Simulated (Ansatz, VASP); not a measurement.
**Ta4N3 in VASP and in Ansatz**

Contents of INCAR:

```
ALGO     = Normal         # electronic algorithm
EDIFF    = 1E-6           # SCF threshold, eV
ENCUT    = 520            # plane-wave cutoff, eV
GGA      = PS             # functional
ISIF     = 2              # what is computed and relaxed
ISMEAR   = 0              # smearing method
LASPH    = True           # aspherical terms in the spheres
LCHARG   = False          # write CHGCAR
LREAL    = False          # projectors in reciprocal space
LWAVE    = False          # write WAVECAR
NBANDS   = 72             # bands
NELM     = 60             # most SCF steps
PREC     = Accurate       # precision mode
SIGMA    = 0.15           # smearing width, eV
```

KPOINTS

```
k-points
0
Gamma
  9 9 5
```

The input POSCAR:

```
Ta4N3
1.0
   -4.3571443853      0.0000000000      0.0000000000
    0.0000000000     -4.3571443853      0.0000000000
    0.0000000000      0.0000000000      9.2953519637
Ta N
8 6
Direct
    0.5000000000      0.0000000000      0.5696072723
    0.0000000000      0.5000000000      0.1099500158
    0.0000000000      0.0000000000      0.8093219738
    0.5000000000      0.5000000000      0.3496647173
    0.5000000000      0.0000000000      0.1099500158
    0.0000000000      0.5000000000      0.5696072723
    0.5000000000      0.5000000000      0.7895498272
    1.0000000000      1.0000000000      0.3298925707
    0.5000000000      1.0000000000      0.3397786440
    0.0000000000      0.5000000000      0.7994359005
    0.0000000000      0.0000000000      0.5696072723
    0.5000000000      0.5000000000      0.1099500158
    1.0000000000      0.5000000000      0.3397786440
    0.5000000000      0.0000000000      0.7994359005
```

Input for Ansatz:

```yaml
crystal:
  lattice:
    - [-4.3571443853, 0.0, 0.0]
    - [0.0, -4.3571443853, 0.0]
    - [0.0, 0.0, 9.2953519637]
  atoms:
    - { symbol: Ta, position: [0.5, 0.0, 0.5696072723] }
    - { symbol: Ta, position: [0.0, 0.5, 0.1099500158] }
    - { symbol: Ta, position: [0.0, 0.0, 0.8093219738] }
    - { symbol: Ta, position: [0.5, 0.5, 0.3496647173] }
    - { symbol: Ta, position: [0.5, 0.0, 0.1099500158] }
    - { symbol: Ta, position: [0.0, 0.5, 0.5696072723] }
    - { symbol: Ta, position: [0.5, 0.5, 0.7895498272] }
    - { symbol: Ta, position: [1.0, 1.0, 0.3298925707] }
    - { symbol: "N", position: [0.5, 1.0, 0.339778644] }
    - { symbol: "N", position: [0.0, 0.5, 0.7994359005] }
    - { symbol: "N", position: [0.0, 0.0, 0.5696072723] }
    - { symbol: "N", position: [0.5, 0.5, 0.1099500158] }
    - { symbol: "N", position: [1.0, 0.5, 0.339778644] }
    - { symbol: "N", position: [0.5, 0.0, 0.7994359005] }
basis:
  ecutwfc: 420
kpoints:
  mp_grid: { grid: [9, 9, 5] }
hamiltonian:
  xc: pbesol
scf:
  occupations: { method: gaussian, width: 0.15 }
output:
  forces: true
  stress: true
  eigenvalues: true
```

Alike in both runs: task single point; functional PBEsol; k mesh 9 × 9 × 5; occupations gaussian, width 0.15 eV; no spin polarisation.

|  | VASP | Ansatz |
| --- | --- | --- |
| version | VASP 6.6.1 | Ansatz 0.2.0 |
| potentials or method | VASP PAW PBE potentials, release 64 (Ta_pv, N), cutoff 520 eV | scalar-relativistic, plane waves, PAW |
| valence electrons in the cell | 118 | 134 |

VASP gave:

```
gap on the k mesh at the Fermi level (eV)                     : none
pressure (GPa)                                                : -9.6
traceless stress, the component that is largest in VASP (GPa) : -1.63
rms of the force components (eV/Å)                            : 0.438
```

Problem. Estimate Ansatz's values.

Solution. gap on the k mesh at the Fermi level (eV): none; pressure (GPa): -10.2; traceless stress, the component that is largest in VASP (GPa): -1.55; rms of the force components (eV/Å): 0.432.

VASP's potentials were made for PBE, not for PBEsol. Atom by atom the forces differ by 0.012 eV/Å (rms over components). A gap of «none» marks a metal or a gap that the smearing closes. With one functional, cell and mesh, what is left measures potentials, basis and numerics. VASP's potentials hold 118 valence electrons a cell and Ansatz's 134, so a difference there can come from the potentials and not from the codes.

Spin-orbit coupling is off throughout.
